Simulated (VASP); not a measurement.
Crystal: BeCdS4.

```
Be Cd S
1.0
     6.20000    0.00000    0.00000
     0.00000    6.20000    0.00000
     0.00000    0.00000    6.20000
Be Cd S
2 2 8
Direct
  0.00000 0.50000 0.50000
  0.00000 0.00000 0.00000
  0.50000 0.00000 0.50000
  0.50000 0.50000 0.00000
  0.89000 0.39000 0.11000
  0.11000 0.61000 0.89000
  0.61000 0.61000 0.61000
  0.39000 0.39000 0.39000
  0.39000 0.11000 0.89000
  0.61000 0.89000 0.11000
  0.11000 0.89000 0.39000
  0.89000 0.11000 0.61000
```

| Property | Result |
| --- | --- |
| Program | VASP 6.6.1 |
| Task | relaxation of cell and atoms |
| Functional | PBE |
| Potentials or basis | VASP PAW PBE potentials, release 64 (Be, Cd, S) |
| Cutoff | 600 eV |
| k mesh | 3 × 3 × 3 |
| Occupations | gaussian, width 0.2 eV |
| Spin | no spin polarisation |

At the start: pressure -5.7 GPa; volume 19.86 Å³/atom.

Q: How do energy, volume and symmetry change on relaxing?

A: Over 12 steps the energy falls by 237.9 meV/atom and the volume is 17.73 Å³/atom (-10.7 %); space group P2_1/c (No. 14, to 0.05 Å).

The path:
```csv
step,energy change (eV),largest force (eV/Å),pressure (GPa),volume (Å³)
1,0.0000,2.4840,-5.74,238.33
2,-2.0756,1.3969,1.24,214.63
3,-2.1543,1.2994,3.89,209.33
4,-2.7093,0.7815,0.26,215.42
5,-2.7489,0.7314,-0.81,217.62
6,-2.8225,0.1938,-0.89,215.00
7,-2.8225,0.2088,-0.89,214.93
8,-2.8443,0.1076,0.68,210.62
9,-2.8448,0.1111,0.45,211.19
10,-2.8523,0.0828,0.15,212.09
11,-2.8538,0.0890,-0.05,212.72
12,-2.8551,0.0430,-0.08,212.82
```

Final structure:
```
Be Cd S
1.0
     5.92164    0.00000   -0.04001
     0.00000    6.02099    0.00000
    -0.04119    0.00000    5.96923
Be Cd S
2 2 8
Direct
  0.00000 0.50000 0.50000
  0.00000 0.00000 0.00000
  0.50000 0.00000 0.50000
  0.50000 0.50000 0.00000
  0.92825 0.38441 0.11115
  0.07175 0.61559 0.88885
  0.63190 0.57929 0.58839
  0.36810 0.42071 0.41161
  0.36810 0.07929 0.91161
  0.63190 0.92071 0.08839
  0.07175 0.88441 0.38885
  0.92825 0.11559 0.61115
```

Caveat: the relaxation stopped at a loose force limit of 0.08 eV/Å, so its end isn't a converged minimum.
